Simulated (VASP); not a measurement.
# CuO2 (fluorite type) (Fm-3m) in VASP: single point with PBE

Aim: the single point of CuO2 (fluorite type) with PBE.

All numbers are computed with VASP 6.6.1; they aren't measurements. Logs are shortened: lines on timing, memory, paths and dates and some standing lists are left out, and cuts for length are marked.

**1. The cell of the first run**

It takes space group Fm-3m (No. 225, cubic). The conventional cell has a = 4.735 Å, b = 4.735 Å, c = 4.735 Å, α = 90.00°, β = 90.00°, γ = 90.00°. Cu (site symmetry m-3m) has 8 O at 2.05 Å within 2.7 Å. O (site symmetry -43m) has 4 Cu at 2.05 Å and 6 O at 2.37 Å within 2.7 Å.

**2. Single point, PBE**

The input, INCAR:

```
PREC = Accurate ; ENCUT = 520
EDIFF = 1E-7 ; ISMEAR = -1
SIGMA = 0.06122561905347299 ; LREAL = F
LASPH = T ; NELM = 60
ALGO = Normal ; ISIF = 2
LWAVE = F ; LCHARG = F
GGA = PE ; NBANDS = 18
```

The input, KPOINTS:

```
regular mesh
0
Gamma
  39 39 39
```

The input, POSCAR:

```
CuO2
1.0
    0.0000000000      2.3674778472      2.3674778472
    2.3674778472      0.0000000000      2.3674778472
    2.3674778472      2.3674778472      0.0000000000
Cu O
1 2
Direct
    0.0000000000      0.0000000000      0.0000000000
    0.2500000000      0.2500000000      0.2500000000
    0.7500000000      0.7500000000      0.7500000000
```

Potentials or basis: VASP PAW PBE potentials, release 64 (Cu, O).

On the command line:

```console
$ cat potpaw_PBE.64/Cu/POTCAR potpaw_PBE.64/O/POTCAR > POTCAR
$ mpirun -np 1 vasp_std > vasp.out
```

OUTCAR:

```text
PREC = Accurate
   ENCUT = 520
   EDIFF = 1E-7
   ISMEAR = -1
   LREAL = F
   LASPH = T
   NELM = 60
   ISIF = 2
   GGA = PE

 ion  position               nearest neighbor table
   1  0.000  0.000  0.000-   3 2.05   3 2.05   3 2.05   2 2.05   3 2.05   2 2.05   2 2.05   2 2.05

   2  0.250  0.250  0.250-   1 2.05   1 2.05   1 2.05   1 2.05
   3  0.750  0.750  0.750-   1 2.05   1 2.05   1 2.05   1 2.05

  LATTYP: Found a face centered cubic cell.
 ALAT       =     4.7349556944

  Lattice vectors:

 A1 = (   0.0000000000,   2.3674778472,   2.3674778472)
 A2 = (   2.3674778472,   0.0000000000,   2.3674778472)
 A3 = (   2.3674778472,   2.3674778472,   0.0000000000)

Analysis of symmetry for initial positions (statically):
=====================================================================
 Subroutine PRICEL returns:
 Original cell was already a primitive cell.

 Routine SETGRP: Setting up the symmetry group for a
 face centered cubic supercell.

 Subroutine GETGRP returns: Found 48 space group operations
 (whereof 48 operations were pure point group operations)
 out of a pool of 48 trial point group operations.

The static configuration has the point symmetry O_h .

Analysis of symmetry for dynamics (positions and initial velocities):
=====================================================================
 Subroutine PRICEL returns:
 Original cell was already a primitive cell.

 Routine SETGRP: Setting up the symmetry group for a
 face centered cubic supercell.

 Subroutine GETGRP returns: Found 48 space group operations
 (whereof 48 operations were pure point group operations)
 out of a pool of 48 trial point group operations.

The dynamic configuration has the point symmetry O_h .

 Subroutine INISYM returns: Found 48 space group operations
 (whereof 48 operations are pure point group operations),
 and found     1 'primitive' translations

----------------------------------------------------------------------------------------

                                     Primitive cell

  volume of cell :      26.5392

  direct lattice vectors                    reciprocal lattice vectors
     0.000000000  2.367477847  2.367477847    -0.211195218  0.211195218  0.211195218
     2.367477847  0.000000000  2.367477847     0.211195218 -0.211195218  0.211195218
     2.367477847  2.367477847  0.000000000     0.211195218  0.211195218 -0.211195218

  length of vectors
     3.348119280  3.348119280  3.348119280     0.365800848  0.365800848  0.365800848

[... 82 lines left out ...]
   EDIFF  = 0.1E-06   stopping-criterion for ELM
   LREAL  =      F    real-space projection
   EDIFFG = 0.1E-05   stopping-criterion for IOM
   NSW    =      0    number of steps for IOM
   IBRION =     -1    ionic relax: 0-MD 1-quasi-New 2-CG
   NFREE  =      0    steps in history (QN), initial steepest desc. (CG)
   ISIF   =      2    stress and relaxation
   ISYM   =      2    0-nonsym 1-usesym 2-fastsym
   POTIM  = 0.5000    time-step for ionic-motion
   TEBEG  =    0.0;   TEEND  =   0.0 temperature during run
   PSTRESS=    0.0 pullay stress
   NELECT =      23.0000    total number of electrons
   NUPDOWN=      -1.0000    fix difference up-down
   EMIN   =  10.00;   EMAX   =-10.00  energy-range for DOS
   EFERMI =   0.00;   METHOD = LEGACY
   ISMEAR =    -1;   SIGMA  =   0.06  broadening in eV -4-tet -1-fermi 0-gaus
   EFERMI_NEDOS =   21; number of points for ismear=-14 and -15
   IALGO  =     38    algorithm
   IMIX   =      4    mixing-type and parameters
     AMIX     =   0.40;   BMIX     =  1.00
     AMIX_MAG =   1.60;   BMIX_MAG =  1.00
  volume/ion in A,a.u.               =       8.85        59.70
  Fermi-wavevector in a.u.,A,eV,Ry     =   1.560827  2.949536 33.146267  2.436182
  Thomas-Fermi vector in A             =   2.663982
   LORBIT       =      0    0 simple, 1 ext, 2 COOP (PROOUT), +10 PAW based schemes
   GGA     = PE    functional components
   LHFCALC =     F    Hartree Fock is set to
   AEXX    =    0.0000 exact exchange contribution
   IVDW    =     0    specifies the selected vdW correction
   LEPSILON=     F    determine dielectric tensor
   LRPA    =     F    only Hartree local field effects (RPA)
 non-spin polarized calculation
  energy-cutoff  :      520.00
  volume of cell :       26.54
 maximum number of plane-waves:       728
 NGX is ok and might be reduce to    28
   NGX = 13   NGY = 13   NGZ = 13

 number of electron      23.0000006 magnetization

 Free energy of the ion-electron system (eV)
  ---------------------------------------------------
  ext. energy  EPLUGINS =         0.00000000
  ---------------------------------------------------
  free energy    TOTEN  =       -12.90205339 eV

  energy without entropy =      -12.80447723  energy(sigma->0) =      -12.85326531

 E-fermi :   5.0303     XC(G=0): -12.1928

 val. band max:        5.0302694811   @ k =   0.4615   0.3077   0.0769
 cond. band min:       5.0304051234   @ k =   0.4103   0.2564   0.0513
 fundamental gap:      0.0001356423
 Fermi energy:         5.0302859307

 k-point     1 :       0.0000    0.0000    0.0000
  band No.  band energies     occupation
      1     -15.2776      2.00000
      2     -10.8480      2.00000
      3      -1.1926      2.00000
      4      -1.1926      2.00000
      5      -1.1926      2.00000
      6       1.9183      2.00000
[... 481 lines left out ...]
      5      -0.9902      2.00000
      6       1.8241      2.00000
[... 10 lines left out ...]
     17      17.4009      0.00000
     18      24.5328      0.00000

 [... further k-points ...]

------------------------ aborting loop because EDIFF is reached ----------------------------------------

  FORCE on cell =-STRESS in cart. coord.  units (eV):
  Direction    XX          YY          ZZ          XY          YZ          ZX
  --------------------------------------------------------------------------------------
  -------------------------------------------------------------------------------------
  Total        2.1715585      2.1715585      2.1715585     -0.0000000     -0.0000000     -0.0000000
  in kB      131.0974793    131.0974793    131.0974793     -0.0000000     -0.0000000     -0.0000000
  external PRESSURE =     131.0974793 kB  Pullay stress =       0.0000000 kB

 VOLUME and BASIS-vectors are now :
 -----------------------------------------------------------------------------
  energy-cutoff  :      520.00
  volume of cell :       26.54
      direct lattice vectors                 reciprocal lattice vectors
     0.000000000  2.367477847  2.367477847    -0.211195218  0.211195218  0.211195218
     2.367477847  0.000000000  2.367477847     0.211195218 -0.211195218  0.211195218
     2.367477847  2.367477847  0.000000000     0.211195218  0.211195218 -0.211195218

 POSITION                                       TOTAL-FORCE (eV/Angst)
 -----------------------------------------------------------------------------------
      0.00000      0.00000      0.00000        -0.000000      0.000000      0.000000
      1.18374      1.18374      1.18374         0.000000      0.000000      0.000000
      3.55122      3.55122      3.55122        -0.000000     -0.000000     -0.000000
 -----------------------------------------------------------------------------------
    total drift:                               -0.000000     -0.000000      0.000000

  FREE ENERGIE OF THE ION-ELECTRON SYSTEM (eV)
  ---------------------------------------------------
  free  energy   TOTEN  =       -12.9020533914 eV

  energy  without entropy=      -12.8044772254  energy(sigma->0) =      -12.85326531
```

OSZICAR:

```text
N       E                     dE             d eps       ncg     rms          rms(c)
DAV:   1     0.165433746356E+03    0.16543E+03   -0.12217E+04 60586   0.186E+03
DAV:   2    -0.741636377598E+01   -0.17285E+03   -0.16308E+03 58792   0.361E+02
DAV:   3    -0.214397172457E+02   -0.14023E+02   -0.13618E+02 65548   0.109E+02
DAV:   4    -0.217250535927E+02   -0.28534E+00   -0.28438E+00 70478   0.154E+01
[... 13 lines left out ...]
DAV:  18    -0.129020547228E+02    0.31397E-04   -0.71046E-05 78354   0.208E-01    0.158E-02
DAV:  19    -0.129020608929E+02   -0.61701E-05   -0.13993E-05 77436   0.990E-02    0.317E-02
DAV:  20    -0.129020542585E+02    0.66344E-05   -0.97608E-06 72520   0.912E-02    0.100E-02
DAV:  21    -0.129020534431E+02    0.81541E-06   -0.22780E-06 78934   0.409E-02    0.101E-03
DAV:  22    -0.129020533914E+02    0.51645E-07   -0.14442E-07 31462   0.624E-03
   1 F= -.12902053E+02 E0= -.12853265E+02  d E =-.975762E-01
```

stdout:

```text
POSCAR found type information on POSCAR CuO
 POSCAR found :  2 types and       3 ions
 scaLAPACK will be used
 LDA part: xc-table for (Slater+PW92), standard interpolation
 POSCAR, INCAR and KPOINTS ok, starting setup
 FFT: planning ... GRIDC
 FFT: planning ... GRID_SOFT
 FFT: planning ... GRID
 WAVECAR not read
 entering main loop
```

It took 10 min on 1 thread of Intel Xeon Platinum 8481C at 2.70GHz (Sapphire Rapids), shared host; peak memory 0.74 GiB.

Results:

| Property | Result |
| --- | --- |
| Free energy | -12.9021 eV |
| Pressure | 13.1 GPa |

Caveat: an odd number of electrons without spin polarisation forces a metal; a magnetic or distorted state may lie lower; semilocal functionals often make such compounds metallic where correlation or magnetic order opens a gap, which also shifts bond lengths.
